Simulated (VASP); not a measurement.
# Cr (Fd-3m) in VASP: a series of runs

Cr is run at these levels: r2SCAN; tasks: single point, relaxation of cell and atoms.

Everything below comes from runs of VASP 6.6.1. Logs are shortened: lines on timing, memory, paths and dates and some standing lists are left out, and cuts for length are marked.

**1. The cell of the first run**

It takes space group Fd-3m (No. 227, cubic). Conventional cell: a = 5.048 Å, b = 5.048 Å, c = 5.048 Å, α = 90.00°, β = 90.00°, γ = 90.00°. Within 2.9 Å of Cr (site symmetry -43m) lie 4 Cr at 2.19 Å.

**2. Single point, r2SCAN, collinear spin, ferromagnetic start**

The input, POSCAR:

```
Cr
1.0
    0.0000000000      2.5239881335      2.5239881335
    2.5239881335      0.0000000000      2.5239881335
    2.5239881335      2.5239881335      0.0000000000
Cr
2
Direct
    0.5000000000      0.5000000000      0.5000000000
    0.7500000000      0.7500000000      0.7500000000
```

The input, INCAR.step1:

```
PREC     = Accurate       # precision mode
ENCUT    = 520            # plane-wave cutoff, eV
ISMEAR   = 0              # smearing method
SIGMA    = 0.1            # smearing width, eV
LREAL    = False          # projectors in reciprocal space
LASPH    = True           # aspherical terms in the spheres
NELM     = 150            # most SCF steps
ISPIN    = 2              # spin polarisation
MAGMOM   = 0.22 0.22      # initial moments
LMAXMIX  = 4              # l up to which the mixer works
NBANDS   = 23             # bands
GGA      = PE             # functional
ALGO     = Normal         # electronic algorithm
EDIFF    = 1E-4           # SCF threshold, eV
LWAVE    = True           # write WAVECAR
LCHARG   = False          # write CHGCAR
```

The input, INCAR.step2:

```
PREC     = Accurate       # precision mode
ENCUT    = 520            # plane-wave cutoff, eV
EDIFF    = 1E-6           # SCF threshold, eV
ISMEAR   = 0              # smearing method
SIGMA    = 0.1            # smearing width, eV
LREAL    = False          # projectors in reciprocal space
LASPH    = True           # aspherical terms in the spheres
NELM     = 150            # most SCF steps
ALGO     = Normal         # electronic algorithm
ISIF     = 2              # what is computed and relaxed
LWAVE    = False          # write WAVECAR
LCHARG   = True           # write CHGCAR
ISPIN    = 2              # spin polarisation
MAGMOM   = 0.22 0.22      # initial moments
LORBIT   = 11             # projections on sites
LMAXMIX  = 4              # l up to which the mixer works
METAGGA  = R2SCAN         # meta-GGA
LMIXTAU  = True         
LELF     = True           # ELF
LVHAR    = True         
NBANDS   = 23             # bands
ISTART   = 1
```

The input, KPOINTS:

```
Automatic mesh
0
Gamma
  6 6 6
```

Potentials or basis: VASP PAW PBE potentials, release 64 (Cr_pv).

On the command line:

```
$ cat potpaw_PBE.64/Cr_pv/POTCAR > POTCAR
$ cp INCAR.step1 INCAR
$ mpirun -np 1 vasp_std > vasp.out
$ cp INCAR.step2 INCAR
$ mpirun -np 1 vasp_std > vasp.out
```

OUTCAR:

```text
PREC = Accurate
   ENCUT = 520
   EDIFF = 1E-6
   ISMEAR = 0
   LREAL = False
   LASPH = True
   NELM = 150
   ISIF = 2
   ISPIN = 2
   LORBIT = 11
   METAGGA = R2SCAN
   ISTART = 1

 ion  position               nearest neighbor table
   1  0.500  0.500  0.500-   2 2.19   2 2.19   2 2.19   2 2.19
   2  0.750  0.750  0.750-   1 2.19   1 2.19   1 2.19   1 2.19

  LATTYP: Found a face centered cubic cell.
 ALAT       =     5.0479762670

  Lattice vectors:

 A1 = (   0.0000000000,   2.5239881335,   2.5239881335)
 A2 = (   2.5239881335,   0.0000000000,   2.5239881335)
 A3 = (   2.5239881335,   2.5239881335,   0.0000000000)

Analysis of symmetry for initial positions (statically):
=====================================================================
 Subroutine PRICEL returns:
 Original cell was already a primitive cell.

 Routine SETGRP: Setting up the symmetry group for a
 face centered cubic supercell.

 Subroutine GETGRP returns: Found 48 space group operations
 (whereof 24 operations were pure point group operations)
 out of a pool of 48 trial point group operations.

The static configuration has the point symmetry T_d .
 The point group associated with its full space group is O_h .

Analysis of symmetry for dynamics (positions and initial velocities):
=====================================================================
 Subroutine PRICEL returns:
 Original cell was already a primitive cell.

 Routine SETGRP: Setting up the symmetry group for a
 face centered cubic supercell.

 Subroutine GETGRP returns: Found 48 space group operations
 (whereof 24 operations were pure point group operations)
 out of a pool of 48 trial point group operations.

The dynamic configuration has the point symmetry T_d .
 The point group associated with its full space group is O_h .

Analysis of structural, dynamic, and magnetic symmetry:
=====================================================================
 Subroutine PRICEL returns:
 Original cell was already a primitive cell.

 Routine SETGRP: Setting up the symmetry group for a
 face centered cubic supercell.

 Subroutine GETGRP returns: Found 48 space group operations
 (whereof 24 operations were pure point group operations)
 out of a pool of 48 trial point group operations.

The overall configuration has the point symmetry T_d .
 The point group associated with its full space group is O_h .

 Subroutine INISYM returns: Found 48 space group operations
 (whereof 24 operations are pure point group operations),
 and found     1 'primitive' translations

----------------------------------------------------------------------------------------

                                     Primitive cell

  volume of cell :      32.1582

  direct lattice vectors                    reciprocal lattice vectors
     0.000000000  2.523988134  2.523988134    -0.198099188  0.198099188  0.198099188
     2.523988134  0.000000000  2.523988134     0.198099188 -0.198099188  0.198099188
     2.523988134  2.523988134  0.000000000     0.198099188  0.198099188 -0.198099188

  length of vectors
     3.569458250  3.569458250  3.569458250     0.343117859  0.343117859  0.343117859

  position of ions in fractional coordinates (direct lattice)
     0.500000000  0.500000000  0.500000000
     0.750000000  0.750000000  0.750000000

  ion indices of the primitive-cell ions
   primitive index   ion index
                 1           1
                 2           2

----------------------------------------------------------------------------------------

 KPOINTS: Automatic mesh

Automatic generation of k-mesh.
 Grid dimensions read from file:
 generate k-points for:    6    6    6

 Generating k-lattice:

  Cartesian coordinates                     Fractional coordinates (reciprocal lattice)
    -0.033016531  0.033016531  0.033016531     0.166666667  0.000000000  0.000000000
     0.033016531 -0.033016531  0.033016531     0.000000000  0.166666667  0.000000000
     0.033016531  0.033016531 -0.033016531     0.000000000  0.000000000  0.166666667

  Length of vectors
     0.057186310  0.057186310  0.057186310

  Shift w.r.t. Gamma in fractional coordinates (k-lattice)
     0.000000000  0.000000000  0.000000000

 Subroutine IBZKPT returns following result:
 ===========================================

 Found     16 irreducible k-points:

 Following reciprocal coordinates:
            Coordinates               Weight
  0.000000  0.000000  0.000000      1.000000
  0.166667  0.000000  0.000000      8.000000
  0.333333  0.000000  0.000000      8.000000
  0.500000  0.000000  0.000000      4.000000
  0.166667  0.166667  0.000000      6.000000
  0.333333  0.166667  0.000000     24.000000
[... 8 lines left out ...]
 -0.333333  0.333333  0.166667     24.000000
 -0.333333  0.500000  0.166667     12.000000
   k-points           NKPTS =     16   k-points in BZ     NKDIM =     16   number of bands    NBANDS=     23
[... 30 lines left out ...]
   EMIN   =  10.00;   EMAX   =-10.00  energy-range for DOS
   EFERMI =   0.00;   METHOD = LEGACY
   ISMEAR =     0;   SIGMA  =   0.10  broadening in eV -4-tet -1-fermi 0-gaus
   EFERMI_NEDOS =   21; number of points for ismear=-14 and -15
   IALGO  =     38    algorithm
   IMIX   =      4    mixing-type and parameters
     AMIX     =   0.40;   BMIX     =  1.00
     AMIX_MAG =   1.60;   BMIX_MAG =  1.00
  volume/ion in A,a.u.               =      16.08       108.51
  Fermi-wavevector in a.u.,A,eV,Ry     =   1.484959  2.806167 30.002270  2.205105
  Thomas-Fermi vector in A             =   2.598431
   LORBIT       =     11    0 simple, 1 ext, 2 COOP (PROOUT), +10 PAW based schemes
   METAGGA = R2SCAN    functional components
   LHFCALC =     F    Hartree Fock is set to
   AEXX    =    0.0000 exact exchange contribution
   IVDW    =     0    specifies the selected vdW correction
   LEPSILON=     F    determine dielectric tensor
   LRPA    =     F    only Hartree local field effects (RPA)
 spin polarized calculation
 Gauss-broadening in eV      SIGMA  =   0.10
  energy-cutoff  :      520.00
  volume of cell :       32.16
 maximum number of plane-waves:       893
 NGX is ok and might be reduce to    28
   NGX = 13   NGY = 13   NGZ = 13

 number of electron      24.0000020 magnetization      -0.0011629

 number of electron      24.0000020 magnetization       0.0000238

 Free energy of the ion-electron system (eV)
  ---------------------------------------------------
  ext. energy  EPLUGINS =         0.00000000
  ---------------------------------------------------
  free energy    TOTEN  =       -24.93813733 eV

  energy without entropy =      -24.92376440  energy(sigma->0) =      -24.93095086

 E-fermi :   6.5329     XC(G=0): -12.3451

 val. band max:        6.4752990758   @ k =   0.3333   0.1667   0.0000
 cond. band min:       6.6137361886   @ k =   0.5000   0.1667   0.0000
 fundamental gap:      0.1384371129
 Fermi energy:         6.5329376109

 spin component 1

 k-point     1 :       0.0000    0.0000    0.0000
  band No.  band energies     occupation
      1     -37.7410      1.00000
      2     -37.7410      1.00000
      3     -37.7410      1.00000
      4     -36.8300      1.00000
      5     -36.8300      1.00000
      6     -36.8299      1.00000
[... 15 lines left out ...]
     22      21.3359      0.00000
     23      22.0611      0.00000
[... 366 lines left out ...]
  band No.  band energies     occupation
      1     -37.9642      1.00000
      2     -37.9642      1.00000
      3     -37.2958      1.00000
      4     -37.2958      1.00000
      5     -36.6101      1.00000
      6     -36.6101      1.00000
[... 15 lines left out ...]
     22      11.7495      0.00000
     23      21.2467      0.00000
 Fermi energy:         6.5329376109

 spin component 2

 k-point     1 :       0.0000    0.0000    0.0000
  band No.  band energies     occupation
      1     -37.7410      1.00000
      2     -37.7410      1.00000
      3     -37.7409      1.00000
      4     -36.8299      1.00000
      5     -36.8299      1.00000
      6     -36.8299      1.00000
[... 15 lines left out ...]
     22      21.3359      0.00000
     23      22.0612      0.00000
[... 367 lines left out ...]
      1     -37.9642      1.00000
      2     -37.9642      1.00000
      3     -37.2958      1.00000
      4     -37.2958      1.00000
      5     -36.6101      1.00000
      6     -36.6101      1.00000
[... 15 lines left out ...]
     22      11.7496      0.00000
     23      21.2468      0.00000

------------------------ aborting loop because EDIFF is reached ----------------------------------------

  FORCE on cell =-STRESS in cart. coord.  units (eV):
  Direction    XX          YY          ZZ          XY          YZ          ZX
  --------------------------------------------------------------------------------------
  -------------------------------------------------------------------------------------
  Total        0.2508122      0.2508122      0.2508122      0.0000000     -0.0000000     -0.0000000
  in kB       12.4958953     12.4958953     12.4958953      0.0000000     -0.0000000     -0.0000000
  external PRESSURE =      12.4958953 kB  Pullay stress =       0.0000000 kB

 VOLUME and BASIS-vectors are now :
 -----------------------------------------------------------------------------
  energy-cutoff  :      520.00
  volume of cell :       32.16
      direct lattice vectors                 reciprocal lattice vectors
     0.000000000  2.523988134  2.523988134    -0.198099188  0.198099188  0.198099188
     2.523988134  0.000000000  2.523988134     0.198099188 -0.198099188  0.198099188
     2.523988134  2.523988134  0.000000000     0.198099188  0.198099188 -0.198099188

 POSITION                                       TOTAL-FORCE (eV/Angst)
 -----------------------------------------------------------------------------------
      2.52399      2.52399      2.52399        -0.000000     -0.000000     -0.000000
      3.78598      3.78598      3.78598         0.000000      0.000000      0.000000
 -----------------------------------------------------------------------------------
    total drift:                                0.000000      0.000000      0.000000

  FREE ENERGIE OF THE ION-ELECTRON SYSTEM (eV)
  ---------------------------------------------------
  free  energy   TOTEN  =       -24.9381373286 eV

  energy  without entropy=      -24.9237643978  energy(sigma->0) =      -24.93095086

 total charge

# of ion       s       p       d       tot
------------------------------------------
    1        0.786   6.207   4.475  11.468
    2        0.786   6.207   4.475  11.468
--------------------------------------------------
tot          1.572  12.413   8.950  22.935

 magnetization (x)

# of ion       s       p       d       tot
------------------------------------------
    1        0.000   0.000   0.000   0.000
    2        0.000   0.000   0.000   0.000
--------------------------------------------------
tot          0.000   0.000   0.000   0.000
```

Run time: 66 s. Hardware: 1 thread of AMD EPYC 9R45 (Zen 5), shared host; peak memory 0.15 GiB.

Results:

```
Free energy                                           : -24.9381 eV
Pressure                                              : 1.2 GPa
Band gap on the k mesh                                : zero (filled and empty bands overlap)
Net moment                                            : 0.00 μB per cell
Valence electrons inside the program's atomic spheres : Cr 11.47
```

Levels at points of the mesh, in eV from the Fermi level:
Spin up:
```tsv
k point	band 10	band 11	band 12	band 13	band 14	band 15
(0.00, 0.00, 0.00)	-1.21	-1.21	-1.21	1.18	1.18	1.18
(0.50, 0.00, 0.00)	-1.45	-1.21	-1.21	-0.12	2.09	2.09
(0.50, 0.50, 0.00)	-1.12	-0.13	-0.13	0.96	0.96	3.22
```
Spin down:
```
           k point  band 9  band 10  band 11  band 12  band 13  band 14  band 15  band 16
(0.00, 0.00, 0.00)   -1.52    -1.21    -1.21    -1.21     1.18     1.18     1.18     3.54
(0.50, 0.00, 0.00)   -1.45    -1.45    -1.21    -1.21    -0.12     2.09     2.09     3.01
(0.50, 0.50, 0.00)   -1.12    -1.12    -0.13    -0.13     0.96     0.96     3.22     3.22
```

Caveat: the PAW data sets were made with another functional, which shifts forces and pressure a little.

**3. Single point, r2SCAN**

This run uses another cell than the first one, of 16.00 Å³/atom, 0.995 times its volume.

The input, POSCAR:

```
Cr
1.0
    0.0000000000      2.5198107137      2.5198107137
    2.5198107137      0.0000000000      2.5198107137
    2.5198107137      2.5198107137      0.0000000000
Cr
2
Direct
    0.0000000000      0.0000000000      0.0000000000
    0.2500000000      0.2500000000      0.2500000000
```

The input, INCAR.step1:

```
SYSTEM = Cr
PREC = Accurate
ENCUT = 520
ISMEAR = 0
SIGMA = 0.1
LREAL = .False.
LASPH = .True.
NELM = 80
NBANDS = 19
GGA = PE
ALGO = Normal
EDIFF = 1E-4
LWAVE = .True.
LCHARG = .False.
```

The input, INCAR.step2:

```
SYSTEM = Cr
PREC = Accurate
ENCUT = 520
EDIFF = 1E-6
ISMEAR = 0
SIGMA = 0.1
LREAL = .False.
LASPH = .True.
NELM = 80
ALGO = Normal
ISIF = 2
LWAVE = .False.
LCHARG = .False.
METAGGA = R2SCAN
LMIXTAU = .True.
NBANDS = 19
ISTART = 1
```

The input, KPOINTS:

```
Automatic mesh
0
Gamma
  18 18 18
  0 0 0
```

Potentials or basis: VASP PAW PBE potentials, release 64 (Cr_pv).

On the command line:

```
$ cat potpaw_PBE.64/Cr_pv/POTCAR > POTCAR
$ cp INCAR.step1 INCAR
$ mpirun -np 1 vasp_std > vasp.out
$ cp INCAR.step2 INCAR
$ mpirun -np 1 vasp_std > vasp.out
```

It took 4.7 min on 1 thread of AMD EPYC 9R45 (Zen 5), shared host; peak memory 0.2 GiB.

It converged, with:

* Free energy: -24.9236 eV
* Pressure: 1.2 GPa
* Band gap on the k mesh: zero (band 12 reaches 6.96 eV, above the bottom of band 13 at 6.24 eV)

Levels at points of the mesh, in eV from the Fermi level:
```
           k point  band 10  band 11  band 12  band 13  band 14  band 15
(0.00, 0.00, 0.00)    -1.21    -1.21    -1.21     1.20     1.20     1.20
(0.50, 0.00, 0.00)    -1.46    -1.21    -1.21    -0.10     2.10     2.10
(0.50, 0.50, 0.00)    -1.12    -0.11    -0.11     0.96     0.96     3.25
```

Caveat: the PAW data sets were made with another functional, which shifts forces and pressure a little; the run has no spin polarisation, though such a crystal can be magnetic. Spin polarisation is off, so any magnetic state and its effect on volume and gap are missing.

**4. Relaxation of cell and atoms, r2SCAN, collinear spin, ferromagnetic start**

This run uses another cell than the first one, of 14.95 Å³/atom, 0.930 times its volume.

The input, POSCAR:

```
Cr
1.0
    0.0000000000      2.4633814864      2.4633814864
    2.4633814864      0.0000000000      2.4633814864
    2.4633814864      2.4633814864      0.0000000000
Cr
2
Direct
    0.5000000000      0.5000000000      0.5000000000
    0.7500000000      0.7500000000      0.7500000000
```

The input, INCAR.step1:

```
PREC = Accurate ; ENCUT = 600
ISMEAR = 0 ; SIGMA = 0.1
LREAL = F ; LASPH = T
NELM = 150 ; ISPIN = 2
MAGMOM = 0.22 0.22 ; LMAXMIX = 4
GGA = PE ; ALGO = Normal
EDIFF = 1E-4 ; LWAVE = T
LCHARG = F
```

The input, INCAR.step2:

```
PREC = Accurate ; ENCUT = 600
EDIFF = 1E-7 ; ISMEAR = 0
SIGMA = 0.1 ; LREAL = F
LASPH = T ; NELM = 150
ALGO = Normal ; ISIF = 3
LWAVE = F ; LCHARG = F
ISPIN = 2 ; MAGMOM = 0.22 0.22
LORBIT = 11 ; LMAXMIX = 4
METAGGA = R2SCAN ; LMIXTAU = T
IBRION = 2 ; NSW = 90
EDIFFG = -0.04 ; ISTART = 1
```

The input, KPOINTS:

```
regular mesh
0
Gamma
  6 6 6
```

On the command line:

```
$ cat potpaw_PBE.64/Cr_pv/POTCAR > POTCAR
$ cp INCAR.step1 INCAR
$ mpirun -np 1 vasp_std > vasp.out
$ cp INCAR.step2 INCAR
$ mpirun -np 1 vasp_std > vasp.out
```

It took 3.2 min on 1 thread of AMD EPYC 9R45 (Zen 5), shared host; peak memory 0.16 GiB.

The run converged. Its results:

- Free energy: -24.9387 eV
- Relaxed volume: 16.26 Å³/atom
- Relaxed cell: a = 3.583 Å, b = 3.583 Å, c = 3.583 Å, α = 60.00°, β = 60.00°, γ = 60.00°
- Space group after relaxing (to 0.05 Å): Fd-3m (No. 227)
- Energy gained by relaxing: 39.4 meV/atom
- Ionic steps: 3
- Pressure after relaxing: -0.1 GPa
- Band gap on the k mesh: zero (filled and empty bands overlap)
- Net moment: 0.00 μB per cell
- Valence electrons inside the program's atomic spheres: Cr 11.45

Step by step:
| step | energy change (eV) | largest force (eV/Å) | pressure (GPa) | volume (Å³) |
| --- | --- | --- | --- | --- |
| 1 | 0.0000 | 0.0000 | 9.90 | 29.90 |
| 2 | -0.0540 | 0.0000 | -4.90 | 34.07 |
| 3 | -0.0789 | 0.0000 | -0.06 | 32.53 |

Final structure:
```cif
data_structure
_symmetry_space_group_name_H-M 'P 1'
_symmetry_Int_Tables_number 1
_cell_length_a 3.5830
_cell_length_b 3.5830
_cell_length_c 3.5830
_cell_angle_alpha 60.000
_cell_angle_beta 60.000
_cell_angle_gamma 60.000
_cell_volume 32.53
loop_
_atom_site_label
_atom_site_type_symbol
_atom_site_fract_x
_atom_site_fract_y
_atom_site_fract_z
_atom_site_occupancy
Cr1 Cr 0.50000 0.50000 0.50000 1
Cr2 Cr 0.75000 0.75000 0.75000 1
```

Levels at points of the mesh, in eV from the Fermi level:
Spin up:
| k point | band 10 | band 11 | band 12 | band 13 | band 14 | band 15 |
| --- | --- | --- | --- | --- | --- | --- |
| (0.00, 0.00, 0.00) | -1.19 | -1.19 | -1.19 | 1.18 | 1.18 | 1.18 |
| (0.50, 0.00, 0.00) | -1.41 | -1.19 | -1.19 | -0.13 | 2.07 | 2.07 |
| (0.50, 0.50, 0.00) | -1.10 | -0.15 | -0.15 | 0.96 | 0.96 | 3.18 |
Spin down:
```csv
k point,band 8,band 9,band 10,band 11,band 12,band 13,band 14,band 15,band 16
"(0.00, 0.00, 0.00)",-1.48,-1.48,-1.19,-1.19,-1.19,1.18,1.18,1.18,3.50
"(0.50, 0.00, 0.00)",-2.05,-1.41,-1.41,-1.19,-1.19,-0.13,2.07,2.07,2.98
"(0.50, 0.50, 0.00)",-2.71,-1.10,-1.10,-0.15,-0.15,0.96,0.96,3.18,3.18
```

Caveat: the k points lie up to 0.36 Å⁻¹ apart in the final cell; the PAW data sets were made with another functional, which shifts forces and pressure a little.

**5. Summary**

```csv
task,spin,cell,k mesh,cutoff (eV),gap on the mesh (eV),pressure (GPa),moment (μB)
single point,"collinear, ferromagnetic start","a = 3.569 Å, angles 60.0°, 2 atoms",6 × 6 × 6,520,none,1.2,0.00
single point,off,"a = 3.564 Å, angles 60.0°, 2 atoms",18 × 18 × 18,520,none,1.2,-
relaxation of cell and atoms,"collinear, ferromagnetic start","relaxed from a = 3.484 Å, angles 60.0°, 2 atoms",6 × 6 × 6,600,none,-0.1,0.00
```

Alike in all rows: level r2SCAN; potentials or basis VASP PAW PBE potentials, release 64 (Cr_pv); smearing gaussian 0.1 eV.

Caveats: some runs use coarse meshes; the PAW data sets were made with another functional, which shifts forces and pressure a little.

Total energies depend on the potentials used, so only differences within one code and one set of settings carry meaning.
